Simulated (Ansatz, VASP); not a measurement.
## Two plane-wave programs on Se

```
CELL_PARAMETERS angstrom
4.71375 0.00000 0.00000
0.00000 4.71375 0.00000
0.00000 0.00000 4.71375
ATOMIC_POSITIONS crystal
Se 0.00000 0.00000 0.00000
Se 0.50000 0.00000 0.00000
Se 0.00000 0.50000 0.00000
Se 0.00000 0.00000 0.50000
```

Alike in both runs: task single point; functional PBE; k mesh 4 × 4 × 4; occupations gaussian, width 0.1 eV; no spin polarisation.

|  | VASP | Ansatz |
| --- | --- | --- |
| version | VASP 6.6.1 | Ansatz 0.2.0 |
| potentials or method | VASP PAW PBE potentials, release 64 (Se), cutoff 520 eV | scalar-relativistic, plane waves, PAW |
| valence electrons in the cell | 24 | 64 |

|  | VASP | Ansatz | Ansatz less VASP |
| --- | --- | --- | --- |
| gap on the k mesh at the Fermi level (eV) | none | none | - |
| pressure (GPa) | 18.1 | 17.9 | -0.22 |

A gap of «none» marks a metal or a gap that the smearing closes. The functional is the same, so the differences come from potentials, cutoffs and numerics. VASP's potentials hold 24 valence electrons a cell and Ansatz's 64, so a difference there can come from the potentials and not from the codes.
